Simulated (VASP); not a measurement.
# Si2Mo (MoSi2 type) (I4/mmm) in VASP: notebook

Si2Mo (MoSi2 type) is run at these levels: PBE; tasks: single point.

Program: VASP 6.6.1. These are calculated values, not measurements. Logs are shortened: lines on timing, memory, paths and dates and some standing lists are left out, and cuts for length are marked.

## 1. The cell of the first run

It takes space group I4/mmm (No. 139, tetragonal). The conventional cell has a = 3.095 Å, b = 3.095 Å, c = 7.635 Å, α = 90.00°, β = 90.00°, γ = 90.00°. Mo (site symmetry 4/mmm) has 10 Si at 2.53 to 2.55 Å and 4 Mo at 3.09 Å within 3.3 Å. Within 3.3 Å of Si (site symmetry 4mm) lie 5 Mo at 2.53 to 2.55 Å and 9 Si at 2.53 to 3.09 Å.

## 2. Single point, PBE

INCAR

```
PREC = Accurate
ENCUT = 520
EDIFF = 1E-6
ISMEAR = -1
SIGMA = 0.05
LREAL = F
LASPH = T
NELM = 80
ALGO = Normal
ISIF = 2
LWAVE = F
LCHARG = F
GGA = PE
NBANDS = 18
```

KPOINTS

```
Automatic mesh
0
Gamma
  15 15 15
```

POSCAR

```
Si2Mo
1.0
   -1.5473822577      1.5473822577      3.8173581290
    1.5473822577     -1.5473822577      3.8173581290
    1.5473822577      1.5473822577     -3.8173581290
Mo Si
1 2
Direct
    0.0000000000      0.0000000000      0.0000000000
    0.3336126051      0.3336126051      0.0000000000
   -0.3336126051     -0.3336126051      0.0000000000
```

Potentials or basis: VASP PAW PBE potentials, release 64 (Mo_sv, Si).

The run is started by

```bash
$ cat potpaw_PBE.64/Mo_sv/POTCAR potpaw_PBE.64/Si/POTCAR > POTCAR
$ mpirun -np 1 vasp_std > vasp.out
```

OUTCAR:

```text
PREC = Accurate
   ENCUT = 520
   EDIFF = 1E-6
   ISMEAR = -1
   LREAL = F
   LASPH = T
   NELM = 80
   ISIF = 2
   GGA = PE

 ion  position               nearest neighbor table
   1  0.000  0.000  0.000-   3 2.53   3 2.53   3 2.53   2 2.53   2 2.53   2 2.53   3 2.53   2 2.53
                             2 2.55   3 2.55
   2  0.334  0.334  0.000-   1 2.53   1 2.53   1 2.53   1 2.53   3 2.53   3 2.53   3 2.53   3 2.53
                             3 2.54   1 2.55
   3  0.666  0.666  0.000-   1 2.53   1 2.53   1 2.53   1 2.53   2 2.53   2 2.53   2 2.53   2 2.53
                             2 2.54   1 2.55

  LATTYP: Found a body centered tetragonal cell.
 ALAT       =     3.0947645154
 C/A-ratio  =     2.4669780916

  Lattice vectors:

 A1 = (  -1.5473822577,   1.5473822577,   3.8173581290)
 A2 = (   1.5473822577,  -1.5473822577,   3.8173581290)
 A3 = (   1.5473822577,   1.5473822577,  -3.8173581290)

Analysis of symmetry for initial positions (statically):
=====================================================================
 Subroutine PRICEL returns:
 Original cell was already a primitive cell.

 Routine SETGRP: Setting up the symmetry group for a
 body centered tetragonal supercell.

 Subroutine GETGRP returns: Found 16 space group operations
 (whereof 16 operations were pure point group operations)
 out of a pool of 16 trial point group operations.

The static configuration has the point symmetry D_4h.

Analysis of symmetry for dynamics (positions and initial velocities):
=====================================================================
 Subroutine PRICEL returns:
 Original cell was already a primitive cell.

 Routine SETGRP: Setting up the symmetry group for a
 body centered tetragonal supercell.

 Subroutine GETGRP returns: Found 16 space group operations
 (whereof 16 operations were pure point group operations)
 out of a pool of 16 trial point group operations.

The dynamic configuration has the point symmetry D_4h.

 Subroutine INISYM returns: Found 16 space group operations
 (whereof 16 operations are pure point group operations),
 and found     1 'primitive' translations

----------------------------------------------------------------------------------------

                                     Primitive cell

  volume of cell :      36.5610

  direct lattice vectors                    reciprocal lattice vectors
    -1.547382258  1.547382258  3.817358129     0.000000000  0.323126362  0.130980637
     1.547382258 -1.547382258  3.817358129     0.323126362  0.000000000  0.130980637
     1.547382258  1.547382258 -3.817358129     0.323126362  0.323126362  0.000000000

  length of vectors
     4.400114406  4.400114406  4.400114406     0.348663983  0.348663983  0.456969684

  position of ions in fractional coordinates (direct lattice)
     0.000000000  0.000000000  0.000000000
     0.333612605  0.333612605  0.000000000
     0.666387395  0.666387395  0.000000000

  ion indices of the primitive-cell ions
   primitive index   ion index
                 1           1
                 2           2
                 3           3

----------------------------------------------------------------------------------------

 KPOINTS: Automatic mesh

Automatic generation of k-mesh.
 Grid dimensions read from file:
 generate k-points for:   15   15   15

 Generating k-lattice:

  Cartesian coordinates                     Fractional coordinates (reciprocal lattice)
     0.000000000  0.021541757  0.008732042     0.066666667  0.000000000  0.000000000
     0.021541757  0.000000000  0.008732042     0.000000000  0.066666667  0.000000000
     0.021541757  0.021541757  0.000000000     0.000000000  0.000000000  0.066666667

  Length of vectors
     0.023244266  0.023244266  0.030464646

  Shift w.r.t. Gamma in fractional coordinates (k-lattice)
     0.000000000  0.000000000  0.000000000

 Subroutine IBZKPT returns following result:
 ===========================================

 Found    288 irreducible k-points:

 Following reciprocal coordinates:
            Coordinates               Weight
  0.000000  0.000000  0.000000      1.000000
  0.066667  0.000000 -0.000000      8.000000
  0.133333 -0.000000  0.000000      8.000000
  0.200000  0.000000  0.000000      8.000000
  0.266667 -0.000000  0.000000      8.000000
  0.333333 -0.000000  0.000000      8.000000
[... 16 lines left out ...]
  0.133333  0.133333  0.000000      8.000000
  0.200000  0.133333  0.000000     16.000000
 [... further k-points ...]
   k-points           NKPTS =    288   k-points in BZ     NKDIM =    288   number of bands    NBANDS=     18
   number of dos      NEDOS =    301   number of ions     NIONS =      3
   total plane-waves  NPLWV =  46656
   dimension x,y,z NGX =    36 NGY =   36 NGZ =   36
   dimension x,y,z NGXF=    72 NGYF=   72 NGZF=   72
   ions per type =               1   2
   NGX,Y,Z   is equivalent  to a cutoff of  13.60, 13.60, 13.60 a.u.
   NGXF,Y,Z  is equivalent  to a cutoff of  27.20, 27.20, 27.20 a.u.
 SYSTEM =  unknown system
   PREC   = accura    normal or accurate (medium, high low for compatibility)
   ISTART =      0    job   : 0-new  1-cont  2-samecut
   ICHARG =      2    charge: 1-file 2-atom 10-const
   ISPIN  =      1    spin polarized calculation?
   LNONCOLLINEAR =      F non collinear calculations
   LSORBIT =      F    spin-orbit coupling
   LASPH  =      T    aspherical Exc in radial PAW
   ENCUT  =  520.0 eV  38.22 Ry    6.18 a.u.   8.18  8.18  8.18*2*pi/ulx,y,z
   NELM   =     80;   NELMIN=  2; NELMDL= -5     # of ELM steps
   EDIFF  = 0.1E-05   stopping-criterion for ELM
   LREAL  =      F    real-space projection
   EDIFFG = 0.1E-04   stopping-criterion for IOM
   NSW    =      0    number of steps for IOM
   IBRION =     -1    ionic relax: 0-MD 1-quasi-New 2-CG
   NFREE  =      0    steps in history (QN), initial steepest desc. (CG)
   ISIF   =      2    stress and relaxation
   ISYM   =      2    0-nonsym 1-usesym 2-fastsym
   POTIM  = 0.5000    time-step for ionic-motion
   TEBEG  =    0.0;   TEEND  =   0.0 temperature during run
   PSTRESS=    0.0 pullay stress
   NELECT =      22.0000    total number of electrons
   NUPDOWN=      -1.0000    fix difference up-down
   EMIN   =  10.00;   EMAX   =-10.00  energy-range for DOS
   EFERMI =   0.00;   METHOD = LEGACY
   ISMEAR =    -1;   SIGMA  =   0.05  broadening in eV -4-tet -1-fermi 0-gaus
   EFERMI_NEDOS =   21; number of points for ismear=-14 and -15
   IALGO  =     38    algorithm
   IMIX   =      4    mixing-type and parameters
     AMIX     =   0.40;   BMIX     =  1.00
     AMIX_MAG =   1.60;   BMIX_MAG =  1.00
  volume/ion in A,a.u.               =      12.19        82.24
  Fermi-wavevector in a.u.,A,eV,Ry     =   1.382111  2.611812 25.990279  1.910232
  Thomas-Fermi vector in A             =   2.506833
   LORBIT       =      0    0 simple, 1 ext, 2 COOP (PROOUT), +10 PAW based schemes
   GGA     = PE    functional components
   LHFCALC =     F    Hartree Fock is set to
   AEXX    =    0.0000 exact exchange contribution
   IVDW    =     0    specifies the selected vdW correction
   LEPSILON=     F    determine dielectric tensor
   LRPA    =     F    only Hartree local field effects (RPA)
 non-spin polarized calculation
  energy-cutoff  :      520.00
  volume of cell :       36.56
 maximum number of plane-waves:      1015
 NGX is ok and might be reduce to    36
   NGX = 17   NGY = 17   NGZ = 17

 number of electron      22.0000001 magnetization

 Free energy of the ion-electron system (eV)
  ---------------------------------------------------
  ext. energy  EPLUGINS =         0.00000000
  ---------------------------------------------------
  free energy    TOTEN  =       -22.92516049 eV

  energy without entropy =      -22.92298913  energy(sigma->0) =      -22.92407481

 E-fermi :  13.7600     XC(G=0): -12.8906

 val. band max:       13.7550219393   @ k =  -0.4000   0.4000   0.4000
 cond. band min:      13.7851045497   @ k =  -0.4000  -0.4667   0.3333
 fundamental gap:      0.0300826104
 Fermi energy:        13.7600215800

 k-point     1 :       0.0000    0.0000    0.0000
  band No.  band energies     occupation
      1     -46.8447      2.00000
      2     -21.0837      2.00000
      3     -20.9242      2.00000
      4     -20.9242      2.00000
      5      -0.4502      2.00000
      6       6.7742      2.00000
[... 10 lines left out ...]
     17      19.3885      0.00000
     18      19.3885      0.00000

 k-point     2 :       0.0667    0.0000   -0.0000
  band No.  band energies     occupation
      1     -46.8434      2.00000
      2     -21.0825      2.00000
      3     -20.9408      2.00000
      4     -20.9226      2.00000
      5      -0.3615      2.00000
      6       6.7972      2.00000
[... 10 lines left out ...]
     17      19.4518      0.00000
     18      19.9027      0.00000

 k-point     3 :       0.1333   -0.0000    0.0000
  band No.  band energies     occupation
      1     -46.8397      2.00000
      2     -21.0790      2.00000
      3     -20.9877      2.00000
      4     -20.9183      2.00000
      5      -0.0992      2.00000
      6       6.8423      2.00000
[... 10 lines left out ...]
     17      19.8401      0.00000
     18      20.9483      0.00000

 k-point     4 :       0.2000    0.0000    0.0000
  band No.  band energies     occupation
      1     -46.8344      2.00000
      2     -21.0743      2.00000
      3     -21.0555      2.00000
      4     -20.9118      2.00000
      5       0.3265      2.00000
      6       6.8074      2.00000
[... 375 lines left out ...]
      4     -20.9379      2.00000
      5      -0.2993      2.00000
      6       6.9135      2.00000
[... 10 lines left out ...]
     17      19.5903      0.00000
     18      20.0872      0.00000

 k-point    23 :       0.1333    0.1333    0.0000
  band No.  band energies     occupation
      1     -46.8348      2.00000
      2     -21.0767      2.00000
      3     -20.9853      2.00000
      4     -20.9769      2.00000
      5       0.3357      2.00000
      6       6.5364      2.00000
[... 10 lines left out ...]
     17      20.9688      0.00000
     18      21.0717      0.00000

 k-point    24 :       0.2000    0.1333    0.0000
  band No.  band energies     occupation
      1     -46.8294      2.00000
      2     -21.0726      2.00000
      3     -21.0483      2.00000
      4     -20.9735      2.00000
      5       0.7865      2.00000
      6       6.3919      2.00000
[... 10 lines left out ...]
     17      20.8218      0.00000
     18      22.2090      0.00000

 [... further k-points ...]
[... 5 lines left out ...]
  --------------------------------------------------------------------------------------
  -------------------------------------------------------------------------------------
  Total        6.4484843      6.4484843      6.4441616      0.0000000      0.0000000      0.0000000
  in kB      282.5856516    282.5856516    282.3962221      0.0000000      0.0000000      0.0000000
  external PRESSURE =     282.5225084 kB  Pullay stress =       0.0000000 kB

 VOLUME and BASIS-vectors are now :
 -----------------------------------------------------------------------------
  energy-cutoff  :      520.00
  volume of cell :       36.56
      direct lattice vectors                 reciprocal lattice vectors
    -1.547382258  1.547382258  3.817358129     0.000000000  0.323126362  0.130980637
     1.547382258 -1.547382258  3.817358129     0.323126362  0.000000000  0.130980637
     1.547382258  1.547382258 -3.817358129     0.323126362  0.323126362  0.000000000

 POSITION                                       TOTAL-FORCE (eV/Angst)
 -----------------------------------------------------------------------------------
      0.00000      0.00000      0.00000        -0.000000     -0.000000     -0.000000
      0.00000      0.00000      2.54704        -0.000000     -0.000000     -0.007071
      0.00000      0.00000      5.08768         0.000000      0.000000      0.007071
 -----------------------------------------------------------------------------------
    total drift:                                0.000000     -0.000000     -0.000000

  FREE ENERGIE OF THE ION-ELECTRON SYSTEM (eV)
  ---------------------------------------------------
  free  energy   TOTEN  =       -22.9251604881 eV

  energy  without entropy=      -22.9229891328  energy(sigma->0) =      -22.92407481
```

Run time: 6.3 min. Hardware: 1 thread of Intel Xeon 8259CL, shared host; peak memory 0.34 GiB.

What came out:

| Item | Value |
| --- | --- |
| Free energy | -22.9252 eV |
| Pressure | 28.3 GPa |
| Largest force | 0.007 eV/Å |
| Band gap on the k mesh | zero (bands 11 and 12 overlap by 1.03 eV) |

Forces on the atoms (eV/Å):
```
Mo   0.000  0.000  0.000
Si   0.000  0.000 -0.007
Si   0.000  0.000  0.007
```

Caveat: the cell stands under pressure.

## 3. Single point, PBE

INCAR

```
SYSTEM = Si2Mo
  PREC = Accurate
  ENCUT = 520
  EDIFF = 1E-6
  ISMEAR = -1
  SIGMA = 0.05
  LREAL = .FALSE.
  LASPH = .TRUE.
  NELM = 60
  ALGO = Normal
  ISIF = 2
  LWAVE = .FALSE.
  LCHARG = .FALSE.
  GGA = PE
  NBANDS = 18
```

KPOINTS

```
regular mesh
0
G
  15 15 15
  0 0 0
```

POSCAR is that of step 2.

Potentials or basis: VASP PAW PBE potentials, release 64 (Mo_sv, Si).

The run is started by

```bash
$ cat potpaw_PBE.64/Mo_sv/POTCAR potpaw_PBE.64/Si/POTCAR > POTCAR
$ mpirun -np 1 vasp_std > vasp.out
```

OUTCAR:

```text
SYSTEM = Si2Mo
   PREC = Accurate
   ENCUT = 520
   EDIFF = 1E-6
   ISMEAR = -1
   LREAL = .FALSE.
   LASPH = .TRUE.
   NELM = 60
   ISIF = 2
   GGA = PE

 ion  position               nearest neighbor table
   1  0.000  0.000  0.000-   3 2.53   3 2.53   3 2.53   2 2.53   2 2.53   2 2.53   3 2.53   2 2.53
                             2 2.55   3 2.55
   2  0.334  0.334  0.000-   1 2.53   1 2.53   1 2.53   1 2.53   3 2.53   3 2.53   3 2.53   3 2.53
                             3 2.54   1 2.55
   3  0.666  0.666  0.000-   1 2.53   1 2.53   1 2.53   1 2.53   2 2.53   2 2.53   2 2.53   2 2.53
                             2 2.54   1 2.55

[... 695 lines left out ...]
     18      22.2090      0.00000

 [... further k-points ...]
[... 5 lines left out ...]
  --------------------------------------------------------------------------------------
  -------------------------------------------------------------------------------------
  Total        6.4484843      6.4484843      6.4441616      0.0000000      0.0000000      0.0000000
  in kB      282.5856516    282.5856516    282.3962221      0.0000000      0.0000000      0.0000000
  external PRESSURE =     282.5225084 kB  Pullay stress =       0.0000000 kB

 VOLUME and BASIS-vectors are now :
 -----------------------------------------------------------------------------
  energy-cutoff  :      520.00
  volume of cell :       36.56
      direct lattice vectors                 reciprocal lattice vectors
    -1.547382258  1.547382258  3.817358129     0.000000000  0.323126362  0.130980637
     1.547382258 -1.547382258  3.817358129     0.323126362  0.000000000  0.130980637
     1.547382258  1.547382258 -3.817358129     0.323126362  0.323126362  0.000000000

 POSITION                                       TOTAL-FORCE (eV/Angst)
 -----------------------------------------------------------------------------------
      0.00000      0.00000      0.00000        -0.000000     -0.000000     -0.000000
      0.00000      0.00000      2.54704        -0.000000     -0.000000     -0.007071
      0.00000      0.00000      5.08768         0.000000      0.000000      0.007071
 -----------------------------------------------------------------------------------
    total drift:                                0.000000     -0.000000     -0.000000

  FREE ENERGIE OF THE ION-ELECTRON SYSTEM (eV)
  ---------------------------------------------------
  free  energy   TOTEN  =       -22.9251604881 eV

  energy  without entropy=      -22.9229891328  energy(sigma->0) =      -22.92407481
```

stdout:

```text
POSCAR found type information on POSCAR MoSi
 POSCAR found :  2 types and       3 ions
 scaLAPACK will be used
 LDA part: xc-table for (Slater+PW92), standard interpolation
 POSCAR, INCAR and KPOINTS ok, starting setup
 FFT: planning ... GRIDC
 FFT: planning ... GRID_SOFT
 FFT: planning ... GRID
 WAVECAR not read
 entering main loop
```

Wall time 6.3 min (1 thread of Intel Xeon 8259CL, shared host); peak memory 0.34 GiB.

Results:

* Free energy: -22.9252 eV
* Pressure: 28.3 GPa
* Largest force: 0.007 eV/Å
* Band gap on the k mesh: zero (bands 11 and 12 overlap by 1.03 eV)

Forces in eV/Å, atoms in the order of the input:
```
Mo   0.000  0.000  0.000
Si   0.000  0.000 -0.007
Si   0.000  0.000  0.007
```

Caveat: the cell stands under pressure.

## 4. Single point, PBE

This run uses another cell than the first one, of 13.58 Å³/atom.

INCAR

```
SYSTEM = Si2Mo
  PREC = Accurate
  ENCUT = 520
  EDIFF = 1E-7
  ISMEAR = -1
  SIGMA = 0.05
  LREAL = .FALSE.
  LASPH = .TRUE.
  NELM = 80
  ALGO = Normal
  ISIF = 2
  LWAVE = .FALSE.
  LCHARG = .TRUE.
  GGA = PE
  LELF = .TRUE.
  LVHAR = .TRUE.
  NBANDS = 18
```

KPOINTS is that of step 3.

POSCAR

```
Si2Mo
1.0
   -1.6083242434      1.6083242434      3.9363915360
    1.6083242434     -1.6083242434      3.9363915360
    1.6083242434      1.6083242434     -3.9363915360
Mo Si
1 2
Direct
    0.0000000000      0.0000000000      0.0000000000
    0.3351010900      0.3351010900      0.0000000000
   -0.3351010900     -0.3351010900      0.0000000000
```

The run is started by

```bash
$ cat potpaw_PBE.64/Mo_sv/POTCAR potpaw_PBE.64/Si/POTCAR > POTCAR
$ mpirun -np 1 vasp_std > vasp.out
```

Wall time 8.6 min (1 thread of Intel Xeon 8259CL, shared host); peak memory 0.35 GiB.

Results (log left out):

```
Free energy            : -23.2624 eV
Pressure               : 0.2 GPa
Largest force          : 0.004 eV/Å
Band gap on the k mesh : zero (bands 11 and 12 overlap by 0.89 eV)
```

Forces in eV/Å, atoms in the order of the input:
```
Mo   0.000  0.000  0.000
Si   0.000  0.000 -0.004
Si   0.000  0.000  0.004
```

Levels at points of the mesh, in eV from the Fermi level:
```
           k point  band 9  band 10  band 11  band 12  band 13  band 14
(0.00, 0.00, 0.00)   -2.59    -2.59     0.36     3.07     3.24     3.47
```

The gap in the log of VASP goes by the Fermi energy; the results here count the filled bands.